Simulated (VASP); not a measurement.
# SiO2 (I4_122) in VASP: settings compared

The runs below take SiO2 through single point, with RPBE+D3(BJ), PBE.

All numbers are computed with VASP 6.6.1; they aren't measurements. Logs are shortened: lines on timing, memory, paths and dates and some standing lists are left out, and cuts for length are marked.

### 1 The cell of the first run

Symmetry: I4_122, No. 98, tetragonal system. The conventional cell has a = 5.598 Å, b = 5.598 Å, c = 11.197 Å, α = 90.00°, β = 90.00°, γ = 90.00°. Within 2.2 Å of Si (site symmetry 2) lie 4 O at 1.62 to 1.64 Å. Within 2.2 Å of O (site symmetry 2) lie 2 Si at 1.62 Å. Within 2.2 Å of O (site symmetry 2) lie 2 Si at 1.64 Å.

### 2 Single point, RPBE+D3(BJ)

Contents of INCAR:

```
SYSTEM = SiO2
ALGO = Normal
EDIFF = 1E-6
ENCUT = 520
GGA = RP
ISIF = 2
ISMEAR = -1
IVDW = 12
LASPH = .TRUE.
LCHARG = .TRUE.
LELF = .TRUE.
LREAL = .FALSE.
LVHAR = .TRUE.
LWAVE = .FALSE.
NBANDS = 44
NELM = 80
PREC = Accurate
SIGMA = 0.05
```

Contents of KPOINTS:

```
k-points
0
G
  7 7 7
  0 0 0
```

Contents of POSCAR:

```
SiO2
1.0
   -2.7987509467      2.7987509467      5.5985773317
    2.7987509467     -2.7987509467      5.5985773317
    2.7987509467      2.7987509467     -5.5985773317
Si O
4 8
Direct
    0.8750000000      0.2679531484      0.8929531484
    0.0179531484      0.6250000000      0.8929531484
    0.7320468516      0.1250000000      0.1070468516
    0.3750000000      0.9820468516      0.1070468516
    0.6362448579      0.1362448579      0.5000000000
    0.4593042027      0.9593042027      0.9186084055
    0.0406957973      0.5406957973      0.0813915945
    0.1137551421      0.1137551421      0.0000000000
    0.8862448579      0.8862448579      0.0000000000
    0.8637551421      0.3637551421      0.5000000000
    0.2906957973      0.7093042027      0.0000000000
    0.7093042027      0.2906957973      0.0000000000
```

Potentials or basis: VASP PAW PBE potentials, release 64 (Si, O).

On the command line:

```console
$ cat potpaw_PBE.64/Si/POTCAR potpaw_PBE.64/O/POTCAR > POTCAR
$ mpirun -np 1 vasp_std > vasp.out
```

OUTCAR:

```text
SYSTEM = SiO2
   EDIFF = 1E-6
   ENCUT = 520
   GGA = RP
   ISIF = 2
   ISMEAR = -1
   IVDW = 12
   LASPH = .TRUE.
   LREAL = .FALSE.
   NELM = 80
   PREC = Accurate
 IVDW          = 12

 ion  position               nearest neighbor table
   1  0.875  0.268  0.893-   8 1.62   5 1.62  12 1.64   7 1.64   2 2.92   3 2.92
   2  0.018  0.625  0.893-   9 1.62  10 1.62   7 1.64  11 1.64   1 2.92   4 2.92
   3  0.732  0.125  0.107-   9 1.62  10 1.62  12 1.64   6 1.64   1 2.92   4 2.92
   4  0.375  0.982  0.107-   8 1.62   5 1.62   6 1.64  11 1.64   2 2.92   3 2.92
   5  0.636  0.136  0.500-   1 1.62   4 1.62
   6  0.459  0.959  0.919-   4 1.64   3 1.64
   7  0.041  0.541  0.081-   2 1.64   1 1.64
   8  0.114  0.114  0.000-   1 1.62   4 1.62
   9  0.886  0.886  0.000-   3 1.62   2 1.62
  10  0.864  0.364  0.500-   3 1.62   2 1.62
  11  0.291  0.709  0.000-   2 1.64   4 1.64
  12  0.709  0.291  0.000-   1 1.64   3 1.64

  LATTYP: Found a body centered tetragonal cell.
 ALAT       =     5.5975018934
 C/A-ratio  =     2.0003842565

  Lattice vectors:

 A1 = (  -2.7987509467,   2.7987509467,   5.5985773317)
 A2 = (   2.7987509467,  -2.7987509467,   5.5985773317)
 A3 = (   2.7987509467,   2.7987509467,  -5.5985773317)

Analysis of symmetry for initial positions (statically):
=====================================================================
 Subroutine PRICEL returns:
 Original cell was already a primitive cell.

 Routine SETGRP: Setting up the symmetry group for a
 body centered tetragonal supercell.

 Subroutine GETGRP returns: Found  8 space group operations
 (whereof  4 operations were pure point group operations)
 out of a pool of 16 trial point group operations.

The static configuration has the point symmetry D_2 .
 The point group associated with its full space group is D_4 .

Analysis of symmetry for dynamics (positions and initial velocities):
=====================================================================
 Subroutine PRICEL returns:
 Original cell was already a primitive cell.

 Routine SETGRP: Setting up the symmetry group for a
 body centered tetragonal supercell.

 Subroutine GETGRP returns: Found  8 space group operations
 (whereof  4 operations were pure point group operations)
 out of a pool of 16 trial point group operations.

The dynamic configuration has the point symmetry D_2 .
 The point group associated with its full space group is D_4 .

 Subroutine INISYM returns: Found  8 space group operations
 (whereof  4 operations are pure point group operations),
 and found     1 'primitive' translations

----------------------------------------------------------------------------------------

                                     Primitive cell

  volume of cell :     175.4148

  direct lattice vectors                    reciprocal lattice vectors
    -2.798750947  2.798750947  5.598577332     0.000000000  0.178651123  0.089308403
     2.798750947 -2.798750947  5.598577332     0.178651123  0.000000000  0.089308403
     2.798750947  2.798750947 -5.598577332     0.178651123  0.178651123  0.000000000

  length of vectors
     6.856389856  6.856389856  6.856389856     0.199730355  0.199730355  0.252650841

  position of ions in fractional coordinates (direct lattice)
     0.875000000  0.267953148  0.892953148
     0.017953148  0.625000000  0.892953148
     0.732046852  0.125000000  0.107046852
     0.375000000  0.982046852  0.107046852
     0.636244858  0.136244858  0.500000000
     0.459304203  0.959304203  0.918608406
     0.040695797  0.540695797  0.081391594
     0.113755142  0.113755142  0.000000000
     0.886244858  0.886244858  0.000000000
     0.863755142  0.363755142  0.500000000
     0.290695797  0.709304203  0.000000000
     0.709304203  0.290695797  0.000000000

  ion indices of the primitive-cell ions
   primitive index   ion index
                 1           1
                 2           2
                 3           3
                 4           4
                 5           5
                 6           6
                 7           7
                 8           8
                 9           9
                10          10
                11          11
                12          12

----------------------------------------------------------------------------------------

 KPOINTS: k-points

Automatic generation of k-mesh.
 Grid dimensions read from file:
 generate k-points for:    7    7    7

 Generating k-lattice:

  Cartesian coordinates                     Fractional coordinates (reciprocal lattice)
     0.000000000  0.025521589  0.012758343     0.142857143  0.000000000 -0.000000000
     0.025521589  0.000000000  0.012758343     0.000000000  0.142857143 -0.000000000
     0.025521589  0.025521589  0.000000000     0.000000000  0.000000000  0.142857143

  Length of vectors
     0.028532908  0.028532908  0.036092977

  Shift w.r.t. Gamma in fractional coordinates (k-lattice)
     0.000000000  0.000000000  0.000000000

 Subroutine IBZKPT returns following result:
 ===========================================

 Found     40 irreducible k-points:

 Following reciprocal coordinates:
            Coordinates               Weight
  0.000000  0.000000  0.000000      1.000000
  0.142857 -0.000000  0.000000      8.000000
  0.285714 -0.000000  0.000000      8.000000
  0.428571  0.000000 -0.000000      8.000000
  0.142857  0.142857  0.000000      8.000000
  0.285714  0.142857  0.000000     16.000000
[... 16 lines left out ...]
 -0.142857  0.285714  0.142857      8.000000
 -0.428571  0.428571  0.142857      8.000000
 [... further k-points ...]
   k-points           NKPTS =     40   k-points in BZ     NKDIM =     40   number of bands    NBANDS=     44
   number of dos      NEDOS =    301   number of ions     NIONS =     12
   total plane-waves  NPLWV = 157464
   dimension x,y,z NGX =    54 NGY =   54 NGZ =   54
   dimension x,y,z NGXF=   108 NGYF=  108 NGZF=  108
   ions per type =               4   8
   NGX,Y,Z   is equivalent  to a cutoff of  13.09, 13.09, 13.09 a.u.
   NGXF,Y,Z  is equivalent  to a cutoff of  26.19, 26.19, 26.19 a.u.
 SYSTEM =  SiO2
   PREC   = accura    normal or accurate (medium, high low for compatibility)
   ISTART =      0    job   : 0-new  1-cont  2-samecut
   ICHARG =      2    charge: 1-file 2-atom 10-const
   ISPIN  =      1    spin polarized calculation?
   LNONCOLLINEAR =      F non collinear calculations
   LSORBIT =      F    spin-orbit coupling
   LASPH  =      T    aspherical Exc in radial PAW
   ENCUT  =  520.0 eV  38.22 Ry    6.18 a.u.  12.75 12.75 12.75*2*pi/ulx,y,z
   NELM   =     80;   NELMIN=  2; NELMDL= -5     # of ELM steps
   EDIFF  = 0.1E-05   stopping-criterion for ELM
   LREAL  =      F    real-space projection
   EDIFFG = 0.1E-04   stopping-criterion for IOM
   NSW    =      0    number of steps for IOM
   IBRION =     -1    ionic relax: 0-MD 1-quasi-New 2-CG
   NFREE  =      0    steps in history (QN), initial steepest desc. (CG)
   ISIF   =      2    stress and relaxation
   ISYM   =      2    0-nonsym 1-usesym 2-fastsym
   POTIM  = 0.5000    time-step for ionic-motion
   TEBEG  =    0.0;   TEEND  =   0.0 temperature during run
   PSTRESS=    0.0 pullay stress
   NELECT =      64.0000    total number of electrons
   NUPDOWN=      -1.0000    fix difference up-down
   EMIN   =  10.00;   EMAX   =-10.00  energy-range for DOS
   EFERMI =   0.00;   METHOD = LEGACY
   ISMEAR =    -1;   SIGMA  =   0.05  broadening in eV -4-tet -1-fermi 0-gaus
   EFERMI_NEDOS =   21; number of points for ismear=-14 and -15
   IALGO  =     38    algorithm
   IMIX   =      4    mixing-type and parameters
     AMIX     =   0.40;   BMIX     =  1.00
     AMIX_MAG =   1.60;   BMIX_MAG =  1.00
  volume/ion in A,a.u.               =      14.62        98.65
  Fermi-wavevector in a.u.,A,eV,Ry     =   1.169803  2.210607 18.618746  1.368439
  Thomas-Fermi vector in A             =   2.306271
   LORBIT       =      0    0 simple, 1 ext, 2 COOP (PROOUT), +10 PAW based schemes
   GGA     = RP    functional components
   LHFCALC =     F    Hartree Fock is set to
   AEXX    =    0.0000 exact exchange contribution
   IVDW    =    12    specifies the selected vdW correction
   LEPSILON=     F    determine dielectric tensor
   LRPA    =     F    only Hartree local field effects (RPA)
 non-spin polarized calculation
  energy-cutoff  :      520.00
  volume of cell :      175.41
 maximum number of plane-waves:      4757
 NGX is ok and might be reduce to    54
   NGX = 25   NGY = 25   NGZ = 25

 number of electron      64.0000002 magnetization

 Free energy of the ion-electron system (eV)
  ---------------------------------------------------
  ext. energy  EPLUGINS =         0.00000000
  ---------------------------------------------------
  free energy    TOTEN  =       -89.32228659 eV

  energy without entropy =      -89.32228659  energy(sigma->0) =      -89.32228659

 E-fermi :   1.6955     XC(G=0):  -8.0253

 val. band max:        0.5769020940   @ k =   0.0000   0.0000   0.0000
 cond. band min:       5.5941666660   @ k =   0.0000   0.0000   0.0000
 fundamental gap:      5.0172645719
 Fermi energy:         1.6954545107

 k-point     1 :       0.0000    0.0000    0.0000
  band No.  band energies     occupation
      1     -19.3215      2.00000
      2     -18.0036      2.00000
      3     -17.7567      2.00000
      4     -17.7567      2.00000
      5     -17.5406      2.00000
      6     -17.3457      2.00000
[... 36 lines left out ...]
     43      11.4600      0.00000
     44      11.8111      0.00000

 k-point     2 :       0.1429   -0.0000    0.0000
  band No.  band energies     occupation
      1     -19.2834      2.00000
      2     -18.0973      2.00000
      3     -17.8828      2.00000
      4     -17.6781      2.00000
      5     -17.4853      2.00000
      6     -17.3116      2.00000
[... 36 lines left out ...]
     43      11.3467      0.00000
     44      11.9187      0.00000

 k-point     3 :       0.2857   -0.0000    0.0000
  band No.  band energies     occupation
      1     -19.1785      2.00000
      2     -18.3056      2.00000
      3     -17.9944      2.00000
      4     -17.6251      2.00000
      5     -17.4349      2.00000
      6     -17.2204      2.00000
[... 36 lines left out ...]
     43      11.2733      0.00000
     44      11.9076      0.00000

 k-point     4 :       0.4286    0.0000   -0.0000
  band No.  band energies     occupation
      1     -19.0539      2.00000
      2     -18.5009      2.00000
      3     -18.0507      2.00000
      4     -17.6033      2.00000
      5     -17.4163      2.00000
      6     -17.1340      2.00000
[... 882 lines left out ...]
     43      11.1688      0.00000
     44      11.5263      0.00000

 k-point    23 :      -0.1429    0.2857    0.1429
  band No.  band energies     occupation
      1     -19.0971      2.00000
      2     -18.3668      2.00000
      3     -18.1584      2.00000
      4     -17.4914      2.00000
      5     -17.4208      2.00000
      6     -17.2691      2.00000
[... 36 lines left out ...]
     43      11.2836      0.00000
     44      11.7174      0.00000

 k-point    24 :      -0.4286    0.4286    0.1429
  band No.  band energies     occupation
      1     -18.9013      2.00000
      2     -18.5283      2.00000
      3     -18.3069      2.00000
      4     -17.5524      2.00000
      5     -17.3164      2.00000
      6     -17.2057      2.00000
[... 36 lines left out ...]
     43      11.1165      0.00000
     44      11.4334      0.00000

 [... further k-points ...]

------------------------ aborting loop because EDIFF is reached ----------------------------------------

 Edisp (eV)   -5.00551

 E8    (eV) :    -2.5650

  FORCE on cell =-STRESS in cart. coord.  units (eV):
  Direction    XX          YY          ZZ          XY          YZ          ZX
  --------------------------------------------------------------------------------------
  -------------------------------------------------------------------------------------
  Total      -0.36183    -0.36183    -0.10352     0.00000     0.00000     0.00000
  in kB      -3.30487    -3.30487    -0.94549     0.00000     0.00000     0.00000
  external pressure =       -2.52 kB  Pullay stress =        0.00 kB

 VOLUME and BASIS-vectors are now :
 -----------------------------------------------------------------------------
  energy-cutoff  :      520.00
  volume of cell :      175.41
      direct lattice vectors                 reciprocal lattice vectors
    -2.798750947  2.798750947  5.598577332     0.000000000  0.178651123  0.089308403
     2.798750947 -2.798750947  5.598577332     0.178651123  0.000000000  0.089308403
     2.798750947  2.798750947 -5.598577332     0.178651123  0.178651123  0.000000000

 POSITION                                       TOTAL-FORCE (eV/Angst)
 -----------------------------------------------------------------------------------
      0.80018      4.19813      1.39964         0.000081     -0.000000      0.000000
      4.19813      0.80018     -1.39964         0.000000      0.000081      0.000000
     -1.39938      1.99857      4.19893         0.000000     -0.000081      0.000000
      1.99857     -1.39938      6.99822        -0.000081     -0.000000      0.000000
      0.00000      2.79875      1.52555         0.000000     -0.000000     -0.004935
      3.97033      1.17158      2.79929         0.020972      0.020972      0.000000
      1.62717     -1.17158      2.79929        -0.020972     -0.020972     -0.000000
      0.00000      0.00000      1.27373         0.000000     -0.000000      0.004935
      0.00000      0.00000      9.92342         0.000000     -0.000000     -0.004935
      0.00000      2.79875      4.07302         0.000000     -0.000000      0.004935
      1.17158     -1.17158      5.59858         0.020972     -0.020972     -0.000000
     -1.17158      1.17158      5.59858        -0.020972      0.020972     -0.000000
 -----------------------------------------------------------------------------------
    total drift:                                0.000001     -0.000001      0.000000

  FREE ENERGIE OF THE ION-ELECTRON SYSTEM (eV)
  ---------------------------------------------------
  free  energy   TOTEN  =       -94.3277934481 eV

  energy  without entropy=      -94.3277934480  energy(sigma->0) =      -94.32779345
```

Run time: 10 min. Hardware: 1 thread of Oxide Virtual Turin-like, shared host; peak memory 0.48 GiB.

What came out:

| Quantity | Value |
| --- | --- |
| Free energy | -94.3278 eV |
| Pressure | -0.3 GPa |
| Largest force | 0.030 eV/Å |
| Band gap on the k mesh | 5.02 eV, direct |
| Dispersion energy per atom | -0.417 eV |

Forces in eV/Å, atoms in the order of the input:
```
Si   0.000  0.000  0.000
Si   0.000  0.000  0.000
Si   0.000  0.000  0.000
Si   0.000  0.000  0.000
O    0.000  0.000 -0.005
O    0.021  0.021  0.000
O   -0.021 -0.021  0.000
O    0.000  0.000  0.005
O    0.000  0.000 -0.005
O    0.000  0.000  0.005
O    0.021 -0.021  0.000
O   -0.021  0.021  0.000
```

Stress tensor (GPa, compression positive):
```
-0.33  0.00  0.00
 0.00 -0.33  0.00
 0.00  0.00 -0.09
```

Caveat: the PAW data sets were made with another functional, which shifts forces and pressure a little. A k mesh can miss the band edges.

### 3 Single point, PBE

This run uses another cell than the first one, of 15.20 Å³/atom, 1.040 times its volume.

Contents of INCAR:

```
PREC = Accurate
ENCUT = 520
EDIFF = 1E-6
ISMEAR = -1
SIGMA = 0.05
LREAL = False
LASPH = True
NELM = 60
ALGO = Normal
ISIF = 2
LWAVE = False
LCHARG = True
GGA = PE
LELF = True
LVHAR = True
NBANDS = 44
```

Contents of KPOINTS:

```
regular mesh
0
Gamma
  7 7 7
```

Contents of POSCAR:

```
SiO2
1.0
   -2.8399061897      2.8399061897      5.6549777581
    2.8399061897     -2.8399061897      5.6549777581
    2.8399061897      2.8399061897     -5.6549777581
Si O
4 8
Direct
    0.8750000000      0.2633355733      0.8883355733
    0.0133355733      0.6250000000      0.8883355733
    0.7366644267      0.1250000000      0.1116644267
    0.3750000000      0.9866644267      0.1116644267
    0.6336669779      0.1336669779      0.5000000000
    0.4680805841      0.9680805841      0.9361611681
    0.0319194159      0.5319194159      0.0638388319
    0.1163330221      0.1163330221      0.0000000000
    0.8836669779      0.8836669779      0.0000000000
    0.8663330221      0.3663330221      0.5000000000
    0.2819194159      0.7180805841      0.0000000000
    0.7180805841      0.2819194159      0.0000000000
```

Potentials or basis: VASP PAW PBE potentials, release 64 (Si, O).

On the command line:

```console
$ cat potpaw_PBE.64/Si/POTCAR potpaw_PBE.64/O/POTCAR > POTCAR
$ mpirun -np 1 vasp_std > vasp.out
```

Wall time 9.1 min (1 thread of Oxide Virtual Turin-like, shared host); peak memory 0.48 GiB.

It converged, with:

```
Free energy            : -93.1919 eV
Pressure               : 0.1 GPa
Largest force          : 0.006 eV/Å
Band gap on the k mesh : 4.84 eV, direct
```

Forces in eV/Å, atoms in the order of the input:
```
Si   0.004  0.000  0.000
Si   0.000  0.004  0.000
Si   0.000 -0.004  0.000
Si  -0.004  0.000  0.000
O    0.000  0.000 -0.002
O   -0.005 -0.005  0.000
O    0.005  0.005  0.000
O    0.000  0.000  0.002
O    0.000  0.000 -0.002
O    0.000  0.000  0.002
O   -0.005  0.005  0.000
O    0.005 -0.005  0.000
```

Stress tensor (GPa, compression positive):
```
0.04 0.00 0.00
0.00 0.04 0.00
0.00 0.00 0.31
```

Levels at points of the mesh, in eV from the valence-band top:
| k point | band 28 | band 29 | band 30 | band 31 | band 32 | band 33 | band 34 | band 35 | band 36 | band 37 |
| --- | --- | --- | --- | --- | --- | --- | --- | --- | --- | --- |
| (0.00, 0.00, 0.00) | -1.47 | -0.67 | -0.67 | -0.24 | 0.00 | 4.84 | 7.23 | 7.28 | 8.86 | 8.86 |

A k mesh can miss the band edges. As with any semilocal functional, this PBE gap is likely too small.
